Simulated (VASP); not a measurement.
Set up this calculation in VASP 6.6.1, as the native input.

| Property | Result |
| --- | --- |
| Task | single point |
| Functional | PBE |
| Potentials or basis | VASP PAW PBE potentials, release 64 (Sr_sv, Be, Cd) |
| Cutoff | 520 eV |
| k mesh | 10 × 10 × 10 |
| Occupations | gaussian, width 0.1 eV |
| Spin | no spin polarisation |
| Dipole correction | no |
| Further INCAR settings | ALGO = Fast; EDIFF = 1e-06; NBANDS = 24 |

The structure of SrBe4Cd lies in POSCAR:

```
SrBe4Cd
1.0
    0.0000000000      3.5849368929      3.5849368929
    3.5849368929      0.0000000000      3.5849368929
    3.5849368929      3.5849368929      0.0000000000
Sr Be Cd
1 4 1
Direct
    0.0000000000      0.0000000000      0.0000000000
    0.1165505759      0.6278164747      0.6278164747
    0.6278164747      0.6278164747      0.6278164747
    0.6278164747      0.1165505759      0.6278164747
    0.6278164747      0.6278164747      0.1165505759
    0.2500000000      0.2500000000      0.2500000000
```

The input as run:

INCAR

```
SYSTEM = SrBe4Cd
PREC = Accurate
ENCUT = 520
EDIFF = 1E-6
ISMEAR = 0
SIGMA = 0.1
LREAL = .FALSE.
LASPH = .TRUE.
NELM = 80
ALGO = Fast
ISIF = 2
LWAVE = .FALSE.
LCHARG = .FALSE.
GGA = PE
NBANDS = 24
```

KPOINTS

```
regular mesh
0
G
  10 10 10
  0 0 0
```

Potentials or basis: VASP PAW PBE potentials, release 64 (Sr_sv, Be, Cd).

Command:

```sh
$ cat potpaw_PBE.64/Sr_sv/POTCAR potpaw_PBE.64/Be/POTCAR potpaw_PBE.64/Cd/POTCAR > POTCAR
$ mpirun -np 1 vasp_std > vasp.out
```

Results of the run:

```yaml
Pressure: 0.2 GPa
Largest_force: 0.014 eV/Å
Band_gap_on_the_k_mesh: zero (bands 15 and 16 overlap by 0.68 eV)
```

It took 80 s on 1 thread of Intel(R) Xeon(R) 6975P-C (Granite Rapids), on a shared host, peak memory 0.31 GiB.
